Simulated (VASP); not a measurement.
# Tl (Fm-3m) in VASP: further runs, part 2 of 2

VASP 6.6.1.

**4. Relaxation of cell and atoms, BLYP**

This run uses another cell than the first one, of 28.04 Å³/atom, 0.733 times its volume.

The input, INCAR:

```
SYSTEM = Tl
AGGAC = 1.0
AGGAX = 1.0
ALDAC = 0.0
ALDAX = 1.0
ALGO = Normal
EDIFF = 1E-7
EDIFFG = -0.01
ENCUT = 600
GGA = B5
IBRION = 2
ISIF = 3
ISMEAR = -1
LASPH = .TRUE.
LCHARG = .FALSE.
LREAL = .FALSE.
LWAVE = .FALSE.
NELM = 100
NSW = 80
PREC = Accurate
SIGMA = 0.1
```

The input, KPOINTS:

```
k-points
0
G
  11 11 11
  0 0 0
```

The input, POSCAR:

```
Tl
1.0
    0.0000000000      2.4112096569      2.4112096569
    2.4112096569      0.0000000000      2.4112096569
    2.4112096569      2.4112096569      0.0000000000
Tl
1
Direct
    0.0000000000      0.0000000000      0.0000000000
```

Potentials or basis: VASP PAW PBE potentials, release 64 (Tl_d).

The run is started by

```
> cat potpaw_PBE.64/Tl_d/POTCAR > POTCAR
> mpirun -np 1 vasp_std > vasp.out
```

OUTCAR:

```text
SYSTEM = Tl
   EDIFF = 1E-7
   EDIFFG = -0.01
   ENCUT = 600
   GGA = B5
   IBRION = 2
   ISIF = 3
   ISMEAR = -1
   LASPH = .TRUE.
   LREAL = .FALSE.
   NELM = 100
   NSW = 80
   PREC = Accurate

 ion  position               nearest neighbor table
   1  0.000  0.000  0.000-

  LATTYP: Found a face centered cubic cell.
 ALAT       =     4.8224193138

  Lattice vectors:

 A1 = (   0.0000000000,   2.4112096569,   2.4112096569)
 A2 = (   2.4112096569,   0.0000000000,   2.4112096569)
 A3 = (   2.4112096569,   2.4112096569,   0.0000000000)

Analysis of symmetry for initial positions (statically):
=====================================================================
 Subroutine PRICEL returns:
 Original cell was already a primitive cell.

 Routine SETGRP: Setting up the symmetry group for a
 face centered cubic supercell.

 Subroutine GETGRP returns: Found 48 space group operations
 (whereof 48 operations were pure point group operations)
 out of a pool of 48 trial point group operations.

The static configuration has the point symmetry O_h .

Analysis of symmetry for dynamics (positions and initial velocities):
=====================================================================
 Subroutine PRICEL returns:
 Original cell was already a primitive cell.

 Routine SETGRP: Setting up the symmetry group for a
 face centered cubic supercell.
[... 142 lines left out ...]

 number of electron      13.0000001 magnetization

 Free energy of the ion-electron system (eV)
  ---------------------------------------------------
  ext. energy  EPLUGINS =         0.00000000
  ---------------------------------------------------
  free energy    TOTEN  =        -1.55370965 eV

  energy without entropy =       -1.53228347  energy(sigma->0) =       -1.54299656

 E-fermi :   7.3119     XC(G=0):  -9.7163

 val. band max:        7.2506997835   @ k =  -0.4545   0.3636   0.0909
 cond. band min:       7.4068821758   @ k =   0.4545   0.1818   0.0909
 fundamental gap:      0.1561823922
 Fermi energy:         7.3119141308

 k-point     1 :       0.0000    0.0000    0.0000
  band No.  band energies     occupation
      1      -4.3941      2.00000
      2      -4.3941      2.00000
      3      -4.3941      2.00000
      4      -4.1001      2.00000
      5      -4.1001      2.00000
      6      -2.9126      2.00000
      7      17.5962      0.00000
      8      17.5962      0.00000
      9      17.5962      0.00000
     10      18.5527      0.00000
[... 403 lines left out ...]
--------------------------------------- Ionic step        4  -------------------------------------------

 number of electron      13.0000001 magnetization

 Free energy of the ion-electron system (eV)
  ---------------------------------------------------
  ext. energy  EPLUGINS =         0.00000000
  ---------------------------------------------------
  free energy    TOTEN  =        -1.69700581 eV

  energy without entropy =       -1.66938801  energy(sigma->0) =       -1.68319691

 E-fermi :   5.0358     XC(G=0):  -8.6231

 val. band max:        4.9938680013   @ k =   0.4545   0.3636   0.0000
 cond. band min:       5.0795677790   @ k =   0.4545   0.1818   0.0909
 fundamental gap:      0.0856997777
 Fermi energy:         5.0358298521

 k-point     1 :       0.0000    0.0000    0.0000
  band No.  band energies     occupation
      1      -6.4178      2.00000
      2      -6.4178      2.00000
      3      -6.4178      2.00000
      4      -6.2596      2.00000
      5      -6.2596      2.00000
      6      -3.7800      2.00000
      7      13.3259      0.00000
      8      13.3259      0.00000
      9      13.3259      0.00000
     10      15.8801      0.00000
[... 327 lines left out ...]
  FREE ENERGIE OF THE ION-ELECTRON SYSTEM (eV)
  ---------------------------------------------------
  free  energy   TOTEN  =        -1.6970058103 eV

  energy  without entropy=       -1.6693880058  energy(sigma->0) =       -1.68319691

 reached required accuracy - stopping structural energy minimisation
```

OSZICAR:

```text
N       E                     dE             d eps       ncg     rms          rms(c)
DAV:   1     0.539774398925E+02    0.53977E+02   -0.73472E+03  1144   0.127E+03
[... 34 lines left out ...]
DAV:   1    -0.172110437363E+01   -0.24438E-01   -0.44386E-01  1182   0.700E+00    0.880E-01
DAV:   2    -0.169974063107E+01    0.21364E-01   -0.47812E-02  1160   0.220E+00    0.269E-01
DAV:   3    -0.169708088784E+01    0.26597E-02   -0.10094E-02  1176   0.100E+00    0.193E-01
DAV:   4    -0.169700825118E+01    0.72637E-04   -0.25581E-04  1126   0.135E-01    0.806E-03
DAV:   5    -0.169700548536E+01    0.27658E-05   -0.32152E-05  1168   0.567E-02    0.104E-02
DAV:   6    -0.169700583288E+01   -0.34751E-06   -0.12485E-06  1142   0.125E-02    0.137E-03
DAV:   7    -0.169700581026E+01    0.22618E-07   -0.14470E-08   622   0.118E-03
   4 F= -.16970058E+01 E0= -.16831969E+01  d E =-.143296E+00
```

Wall time 45 s (1 thread of Intel Xeon Platinum 8488C (Sapphire Rapids), shared host); peak memory 0.17 GiB.

What came out:

```
Free energy                            : -1.6970 eV
Relaxed volume                         : 35.44 Å³/atom
Relaxed cell                           : a = 3.687 Å, b = 3.687 Å, c = 3.687 Å, α = 60.00°, β = 60.00°, γ = 60.00°
Space group after relaxing (to 0.05 Å) : Fm-3m (No. 225)
Energy gained by relaxing              : 143.3 meV/atom
Ionic steps                            : 4
Pressure after relaxing                : 0.0 GPa
```

The path:
```csv
step,energy change (eV),largest force (eV/Å),pressure (GPa),volume (Å³)
1,0.0000,0.0000,7.99,28.04
2,-0.1404,0.0000,0.75,34.11
3,-0.1430,0.0000,-0.23,35.88
4,-0.1433,0.0000,-0.02,35.44
```

Final structure:
```yaml
crystal:
  lattice:
    - [0.00000, 2.60699, 2.60699]
    - [2.60699, 0.00000, 2.60699]
    - [2.60699, 2.60699, 0.00000]
  atoms:
    - { symbol: Tl, position: [0.00000, 0.00000, 0.00000] }
```

Caveat: the volume moved by over 15 % at a fixed basis, so the end points are rough; the PAW data sets were made with another functional, which shifts forces and pressure a little; spin-orbit coupling is left out, which moves the levels of the heavy elements.

**5. Single point, BLYP**

This run uses another cell than the first one, of 35.40 Å³/atom, 0.926 times its volume.

The input, INCAR:

```
AGGAC = 1.0
AGGAX = 1.0
ALDAC = 0.0
ALDAX = 1.0
ALGO = Normal
EDIFF = 1E-6
ENCUT = 520
GGA = B5
ISIF = 2
ISMEAR = -1
LASPH = T
LCHARG = F
LREAL = F
LWAVE = F
NBANDS = 12
NELM = 100
PREC = Accurate
SIGMA = 0.1
```

The input, KPOINTS:

```
k-points
0
Gamma
  17 17 17
```

The input, POSCAR:

```
Tl
1.0
    0.0000000000      2.6062140319      2.6062140319
    2.6062140319      0.0000000000      2.6062140319
    2.6062140319      2.6062140319      0.0000000000
Tl
1
Direct
    0.0000000000      0.0000000000      0.0000000000
```

The run is started by

```
> cat potpaw_PBE.64/Tl_d/POTCAR > POTCAR
> mpirun -np 1 vasp_std > vasp.out
```

It took 32 s on 1 thread of Intel Xeon Platinum 8488C (Sapphire Rapids), shared host; peak memory 0.19 GiB.

The run converged. Its results:

```
Free energy : -1.7006 eV
Pressure    : 0.0 GPa
```

Levels at points of the mesh, in eV from the Fermi level:
```tsv
k point	band 4	band 5	band 6	band 7	band 8	band 9
(0.00, 0.00, 0.00)	-11.30	-11.30	-8.83	8.29	8.29	8.29
```

Caveat: the PAW data sets were made with another functional, which shifts forces and pressure a little; spin-orbit coupling is left out, which moves the levels of the heavy elements.

**6. Overview**

```csv
task,cell,k mesh,cutoff (eV),gap on the mesh (eV),pressure (GPa)
single point,"a = 3.782 Å, angles 60.0°, 1 atom",12 × 12 × 12,520,none,-1.2
single point,"a = 3.828 Å, angles 60.0°, 1 atom",12 × 12 × 12,520,none,-1.5
relaxation of cell and atoms,"relaxed from a = 3.410 Å, angles 60.0°, 1 atom",11 × 11 × 11,600,none,0.0
single point,"a = 3.686 Å, angles 60.0°, 1 atom",17 × 17 × 17,520,none,0.0
```

Alike in all rows: level BLYP; potentials or basis VASP PAW PBE potentials, release 64 (Tl_d); no spin polarisation; smearing fermi-dirac 0.1 eV.

Caveats: the PAW data sets were made with another functional, which shifts forces and pressure a little; spin-orbit coupling is left out, which moves the levels of the heavy elements; the volume moved by over 15 % at a fixed basis, so the end points are rough (some runs).

Total energies depend on the potentials used, so only differences within one code and one set of settings carry meaning.
